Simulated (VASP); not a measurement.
# NiO (Fm-3m) in VASP: single point with PBE+U

Aim: the single point of NiO with PBE+U.

Everything below comes from runs of VASP 6.6.1. Logs are shortened: lines on timing, memory, paths and dates and some standing lists are left out, and cuts for length are marked.

### Step 1. The cell of the first run

The structure is cubic, space group Fm-3m (No. 225). The conventional cell has a = 4.194 Å, b = 4.194 Å, c = 4.194 Å, α = 90.00°, β = 90.00°, γ = 90.00°. Within 2.8 Å of Ni (site symmetry m-3m) lie 6 O at 2.10 Å. O (site symmetry m-3m) has 6 Ni at 2.10 Å within 2.8 Å.

### Step 2. Single point, PBE+U

The input, INCAR:

```
  PREC = Accurate
  ENCUT = 520
  EDIFF = 1E-6
  ISMEAR = -1
  SIGMA = 0.03
  LREAL = F
  LASPH = T
  NELM = 150
  ALGO = Normal
  ISIF = 2
  LWAVE = F
  LCHARG = F
  LMAXMIX = 4
  LDAU = T
  LDAUTYPE = 2
  LDAUL = 2 -1
  LDAUU = 2.9 0
  LDAUJ = 0 0
  LDAUPRINT = 1
  GGA = PE
  NBANDS = 24
  ISYM = 0
```

The input, KPOINTS:

```
Automatic mesh
0
Gamma
  5 8 7
```

The input, POSCAR:

```
NiO
1.0
   -2.0969500000     -4.1939000000     -2.0969500000
   -2.0969500000      0.0000000000     -2.0969500000
    2.0969500000      0.0000000000     -2.0969500000
Ni O
2 2
Direct
    0.0000000000      0.0000000000      0.0000000000
    0.5000000000      0.0000000000      0.5000000000
    0.0000000000      0.5000000000      0.5000000000
    0.5000000000      0.5000000000      0.0000000000
```

Potentials or basis: VASP PAW PBE potentials, release 64 (Ni, O).

On the command line:

```console
cat potpaw_PBE.64/Ni/POTCAR potpaw_PBE.64/O/POTCAR > POTCAR
mpirun -np 1 vasp_std > vasp.out
```

OUTCAR:

```text
PREC = Accurate
   ENCUT = 520
   EDIFF = 1E-6
   ISMEAR = -1
   LREAL = F
   LASPH = T
   NELM = 150
   ISIF = 2
   GGA = PE
   ISYM = 0

 ion  position               nearest neighbor table
   1  0.000  0.000  0.000-   3 2.10   3 2.10   3 2.10   4 2.10   3 2.10   4 2.10   2 2.97   2 2.97
                             2 2.97   2 2.97   2 2.97   2 2.97   2 2.97   2 2.97
   2  0.500  0.000  0.500-   4 2.10   4 2.10   3 2.10   4 2.10   4 2.10   3 2.10   1 2.97   1 2.97
                             1 2.97   1 2.97   1 2.97   1 2.97   1 2.97   1 2.97
   3  0.000  0.500  0.500-   1 2.10   1 2.10   1 2.10   2 2.10   1 2.10   2 2.10
   4  0.500  0.500  0.000-   2 2.10   2 2.10   1 2.10   2 2.10   2 2.10   1 2.10

IMPORTANT INFORMATION: All symmetrisations will be switched off!
NOSYMM: (Re-)initialisation of all symmetry stuff for point group C_1.

----------------------------------------------------------------------------------------

                                     Primitive cell

  volume of cell :      36.8828

  direct lattice vectors                    reciprocal lattice vectors
    -2.096950000 -4.193900000 -2.096950000     0.000000000 -0.238441546  0.000000000
    -2.096950000  0.000000000 -2.096950000    -0.238441546  0.238441546 -0.238441546
     2.096950000  0.000000000 -2.096950000     0.238441546  0.000000000 -0.238441546

  length of vectors
     5.136457516  2.965535130  2.965535130     0.238441546  0.412992872  0.337207268

  position of ions in fractional coordinates (direct lattice)
     0.000000000  0.000000000  0.000000000
     0.500000000  0.000000000  0.500000000
     0.000000000  0.500000000  0.500000000
     0.500000000  0.500000000  0.000000000

  ion indices of the primitive-cell ions
   primitive index   ion index
                 1           1
                 2           2
                 3           3
                 4           4

----------------------------------------------------------------------------------------

 KPOINTS: Automatic mesh

Automatic generation of k-mesh.
 Grid dimensions read from file:
 generate k-points for:    5    8    7

 Generating k-lattice:

  Cartesian coordinates                     Fractional coordinates (reciprocal lattice)
     0.000000000 -0.047688309  0.000000000     0.200000000  0.000000000  0.000000000
    -0.029805193  0.029805193 -0.029805193     0.000000000  0.125000000  0.000000000
     0.034063078  0.000000000 -0.034063078     0.000000000  0.000000000  0.142857143

  Length of vectors
     0.047688309  0.051624109  0.048172467

  Shift w.r.t. Gamma in fractional coordinates (k-lattice)
     0.000000000  0.000000000  0.000000000

 -----------------------------------------------------------------------------
|                                                                             |
|           W    W    AA    RRRRR   N    N  II  N    N   GGGG   !!!           |
|           W    W   A  A   R    R  NN   N  II  NN   N  G    G  !!!           |
|           W    W  A    A  R    R  N N  N  II  N N  N  G       !!!           |
|           W WW W  AAAAAA  RRRRR   N  N N  II  N  N N  G  GGG   !            |
|           WW  WW  A    A  R   R   N   NN  II  N   NN  G    G                |
|           W    W  A    A  R    R  N    N  II  N    N   GGGG   !!!           |
|                                                                             |
|     Your reciprocal lattice and k-lattice belong to different lattice       |
|     classes:                                                                |
|                                                                             |
|        The reciprocal lattice is simple tetragonal,                         |
|        whereas your k-lattice is simple monoclinic.                         |
|                                                                             |
|     Results are often still useful ...                                      |
|                                                                             |
 -----------------------------------------------------------------------------

 WARNING: IBZKPT: internal override: KBLOWUP is changed to .FALSE.
      ... skipping the blow-up phase ...

 Subroutine IBZKPT returns following result:
 ===========================================

 Found    141 irreducible k-points:

 Following reciprocal coordinates:
            Coordinates               Weight
  0.000000  0.000000  0.000000      1.000000
  0.200000  0.000000  0.000000      2.000000
  0.400000  0.000000  0.000000      2.000000
  0.000000  0.125000  0.000000      2.000000
  0.200000  0.125000  0.000000      2.000000
[... 52 lines left out ...]
   EFERMI =   0.00;   METHOD = LEGACY
   ISMEAR =    -1;   SIGMA  =   0.03  broadening in eV -4-tet -1-fermi 0-gaus
   EFERMI_NEDOS =   21; number of points for ismear=-14 and -15
   IALGO  =     38    algorithm
   IMIX   =      4    mixing-type and parameters
     AMIX     =   0.40;   BMIX     =  1.00
     AMIX_MAG =   1.60;   BMIX_MAG =  1.00
  volume/ion in A,a.u.               =       9.22        62.22
  Fermi-wavevector in a.u.,A,eV,Ry     =   1.561409  2.950636 33.170989  2.437999
  Thomas-Fermi vector in A             =   2.664479
   LORBIT       =      0    0 simple, 1 ext, 2 COOP (PROOUT), +10 PAW based schemes
 LDA+U is selected, type is set to LDAUTYPE =  2
   angular momentum for each species LDAUL =     2   -1
   U (eV)           for each species LDAUU =   2.9  0.0
   J (eV)           for each species LDAUJ =   0.0  0.0
   GGA     = PE    functional components
   LHFCALC =     F    Hartree Fock is set to
   AEXX    =    0.0000 exact exchange contribution
   IVDW    =     0    specifies the selected vdW correction
   LEPSILON=     F    determine dielectric tensor
   LRPA    =     F    only Hartree local field effects (RPA)
 non-spin polarized calculation
  energy-cutoff  :      520.00
  volume of cell :       36.88
 maximum number of plane-waves:      1006
 NGX is ok and might be reduce to    40
   NGX = 19   NGY = 11   NGZ = 11

atom =   1  type =  1  l = 2

 onsite density matrix

spin component  1

  0.9648  0.0004 -0.0001  0.0000 -0.0004
  0.0004  0.9648 -0.0003  0.0000 -0.0003
 -0.0001 -0.0003  0.6638  0.0003  0.0002
  0.0000  0.0000  0.0003  0.9648  0.0005
 -0.0004 -0.0003  0.0002  0.0005  0.6640

spin component  2

  0.9648  0.0004 -0.0001  0.0000 -0.0004
  0.0004  0.9648 -0.0003  0.0000 -0.0003
 -0.0001 -0.0003  0.6638  0.0003  0.0002
  0.0000  0.0000  0.0003  0.9648  0.0005
 -0.0004 -0.0003  0.0002  0.0005  0.6640

 occupancies and eigenvectors

  o =  0.6637  v = -0.0003  0.0003  0.8611  0.0000 -0.5084  0.0000  0.0000  0.0000  0.0000  0.0000      0.0000  0.0000  0.0000  0.0000  0.0000  0.0000  0.0000  0.0000  0.0000  0.0000
  o =  0.6637  v =  0.0000  0.0000  0.0000  0.0000  0.0000 -0.0003  0.0003  0.8611  0.0000 -0.5084      0.0000  0.0000  0.0000  0.0000  0.0000  0.0000  0.0000  0.0000  0.0000  0.0000
  o =  0.6641  v =  0.0000  0.0000  0.0000  0.0000  0.0000  0.0012  0.0012  0.5084 -0.0021  0.8611      0.0000  0.0000  0.0000  0.0000  0.0000  0.0000  0.0000  0.0000  0.0000  0.0000
  o =  0.6641  v =  0.0012  0.0012  0.5084 -0.0021  0.8611  0.0000  0.0000  0.0000  0.0000  0.0000      0.0000  0.0000  0.0000  0.0000  0.0000  0.0000  0.0000  0.0000  0.0000  0.0000
  o =  0.9644  v =  0.7069 -0.7073  0.0003  0.0000 -0.0002  0.0000  0.0000  0.0000  0.0000  0.0000      0.0000  0.0000  0.0000  0.0000  0.0000  0.0000  0.0000  0.0000  0.0000  0.0000
  o =  0.9644  v =  0.0000  0.0000  0.0000  0.0000  0.0000  0.7069 -0.7073  0.0003  0.0000 -0.0002      0.0000  0.0000  0.0000  0.0000  0.0000  0.0000  0.0000  0.0000  0.0000  0.0000
  o =  0.9648  v = -0.0740 -0.0739  0.0011  0.9945  0.0019  0.0000  0.0000  0.0000  0.0000  0.0000      0.0000  0.0000  0.0000  0.0000  0.0000  0.0000  0.0000  0.0000  0.0000  0.0000
  o =  0.9648  v =  0.0000  0.0000  0.0000  0.0000  0.0000 -0.0740 -0.0739  0.0011  0.9945  0.0019      0.0000  0.0000  0.0000  0.0000  0.0000  0.0000  0.0000  0.0000  0.0000  0.0000
  o =  0.9652  v =  0.7035  0.7030 -0.0008  0.1045 -0.0013  0.0000  0.0000  0.0000  0.0000  0.0000      0.0000  0.0000  0.0000  0.0000  0.0000  0.0000  0.0000  0.0000  0.0000  0.0000
  o =  0.9652  v =  0.0000  0.0000  0.0000  0.0000  0.0000  0.7035  0.7030 -0.0008  0.1045 -0.0013      0.0000  0.0000  0.0000  0.0000  0.0000  0.0000  0.0000  0.0000  0.0000  0.0000

atom =   2  type =  1  l = 2

 onsite density matrix

spin component  1

  0.9648  0.0004 -0.0001  0.0000 -0.0004
  0.0004  0.9648 -0.0003  0.0000 -0.0003
 -0.0001 -0.0003  0.6638  0.0003  0.0002
  0.0000  0.0000  0.0003  0.9648  0.0005
 -0.0004 -0.0003  0.0002  0.0005  0.6640

spin component  2

  0.9648  0.0004 -0.0001  0.0000 -0.0004
  0.0004  0.9648 -0.0003  0.0000 -0.0003
 -0.0001 -0.0003  0.6638  0.0003  0.0002
  0.0000  0.0000  0.0003  0.9648  0.0005
 -0.0004 -0.0003  0.0002  0.0005  0.6640

 occupancies and eigenvectors

  o =  0.6637  v = -0.0003  0.0003  0.8615  0.0000 -0.5077  0.0000  0.0000  0.0000  0.0000  0.0000      0.0000  0.0000  0.0000  0.0000  0.0000  0.0000  0.0000  0.0000  0.0000  0.0000
  o =  0.6637  v =  0.0000  0.0000  0.0000  0.0000  0.0000 -0.0003  0.0003  0.8615  0.0000 -0.5077      0.0000  0.0000  0.0000  0.0000  0.0000  0.0000  0.0000  0.0000  0.0000  0.0000
  o =  0.6641  v =  0.0000  0.0000  0.0000  0.0000  0.0000  0.0012  0.0012  0.5077 -0.0021  0.8615      0.0000  0.0000  0.0000  0.0000  0.0000  0.0000  0.0000  0.0000  0.0000  0.0000
  o =  0.6641  v =  0.0012  0.0012  0.5077 -0.0021  0.8615  0.0000  0.0000  0.0000  0.0000  0.0000      0.0000  0.0000  0.0000  0.0000  0.0000  0.0000  0.0000  0.0000  0.0000  0.0000
  o =  0.9644  v =  0.7069 -0.7073  0.0003  0.0000 -0.0002  0.0000  0.0000  0.0000  0.0000  0.0000      0.0000  0.0000  0.0000  0.0000  0.0000  0.0000  0.0000  0.0000  0.0000  0.0000
  o =  0.9644  v =  0.0000  0.0000  0.0000  0.0000  0.0000  0.7069 -0.7073  0.0003  0.0000 -0.0002      0.0000  0.0000  0.0000  0.0000  0.0000  0.0000  0.0000  0.0000  0.0000  0.0000
  o =  0.9648  v = -0.0738 -0.0738  0.0011  0.9945  0.0020  0.0000  0.0000  0.0000  0.0000  0.0000      0.0000  0.0000  0.0000  0.0000  0.0000  0.0000  0.0000  0.0000  0.0000  0.0000
  o =  0.9648  v =  0.0000  0.0000  0.0000  0.0000  0.0000 -0.0738 -0.0738  0.0011  0.9945  0.0020      0.0000  0.0000  0.0000  0.0000  0.0000  0.0000  0.0000  0.0000  0.0000  0.0000
  o =  0.9652  v =  0.7035  0.7030 -0.0008  0.1043 -0.0013  0.0000  0.0000  0.0000  0.0000  0.0000      0.0000  0.0000  0.0000  0.0000  0.0000  0.0000  0.0000  0.0000  0.0000  0.0000
  o =  0.9652  v =  0.0000  0.0000  0.0000  0.0000  0.0000  0.7035  0.7030 -0.0008  0.1043 -0.0013      0.0000  0.0000  0.0000  0.0000  0.0000  0.0000  0.0000  0.0000  0.0000  0.0000

 number of electron      31.9999986 magnetization

 Free energy of the ion-electron system (eV)
  ---------------------------------------------------
  ext. energy  EPLUGINS =         0.00000000
  ---------------------------------------------------
  free energy    TOTEN  =       -19.46494028 eV

  energy without entropy =      -19.45537524  energy(sigma->0) =      -19.46015776

 E-fermi :   7.4473     XC(G=0): -12.5833

 val. band max:        7.4425014119   @ k =  -0.4000   0.3750   0.1429
 cond. band min:       7.4479099691   @ k =  -0.2000   0.0000   0.2857
 fundamental gap:      0.0054085573
 Fermi energy:         7.4472587434

 k-point     1 :       0.0000    0.0000    0.0000
  band No.  band energies     occupation
      1     -12.7310      2.00000
      2     -11.3878      2.00000
      3       0.7919      2.00000
      4       3.2883      2.00000
      5       3.2912      2.00000
      6       3.9097      2.00000
[... 637 lines left out ...]
     23      20.2160      0.00000
     24      22.5316      0.00000

 [... further k-points ...]

------------------------ aborting loop because EDIFF is reached ----------------------------------------

  FORCE on cell =-STRESS in cart. coord.  units (eV):
  Direction    XX          YY          ZZ          XY          YZ          ZX
  --------------------------------------------------------------------------------------
  -------------------------------------------------------------------------------------
  Total       -1.9420767     -1.9967470     -1.9419905     -0.0094206     -0.0094246      0.0268922
  in kB      -84.3631426    -86.7380013    -84.3593980     -0.4092282     -0.4093998      1.1681862
  external PRESSURE =     -85.1535140 kB  Pullay stress =       0.0000000 kB

 VOLUME and BASIS-vectors are now :
 -----------------------------------------------------------------------------
  energy-cutoff  :      520.00
  volume of cell :       36.88
      direct lattice vectors                 reciprocal lattice vectors
    -2.096950000 -4.193900000 -2.096950000     0.000000000 -0.238441546  0.000000000
    -2.096950000  0.000000000 -2.096950000    -0.238441546  0.238441546 -0.238441546
     2.096950000  0.000000000 -2.096950000     0.238441546  0.000000000 -0.238441546

 POSITION                                       TOTAL-FORCE (eV/Angst)
 -----------------------------------------------------------------------------------
      0.00000      0.00000      0.00000         0.000000      0.000001      0.000000
      0.00000     -2.09695     -2.09695         0.000000      0.000002     -0.000003
      0.00000      0.00000     -2.09695         0.000009     -0.000002     -0.000004
     -2.09695     -2.09695     -2.09695        -0.000009     -0.000001      0.000007
 -----------------------------------------------------------------------------------
    total drift:                               -0.000002     -0.000004      0.000004

  FREE ENERGIE OF THE ION-ELECTRON SYSTEM (eV)
  ---------------------------------------------------
  free  energy   TOTEN  =       -19.4649402755 eV

  energy  without entropy=      -19.4553752394  energy(sigma->0) =      -19.46015776
```

It took 92 s on 1 thread of Intel Xeon Platinum 8488C (Sapphire Rapids), shared host; peak memory 0.23 GiB.

What came out:

| Property | Result |
| --- | --- |
| Free energy | -19.4649 eV |
| Pressure | -8.5 GPa |
| Band gap on the k mesh | zero (bands 16 and 17 overlap by 2.42 eV) |

Eigenvalues of the final occupation matrices:
| site | spin | trace | eigenvalues |
| --- | --- | --- | --- |
| site 1 d | 1 | 4.22 | 0.66 0.66 0.96 0.96 0.97 |
| site 1 d | 2 | 4.22 | 0.66 0.66 0.96 0.96 0.97 |
| site 2 d | 1 | 4.22 | 0.66 0.66 0.96 0.96 0.97 |
| site 2 d | 2 | 4.22 | 0.66 0.66 0.96 0.96 0.97 |

Caveat: the cell stands under tension; the run has no spin polarisation, though such a crystal can be magnetic; U without spin polarisation on a metal has little footing. Spin polarisation is off, so any magnetic state and its effect on volume and gap are missing.
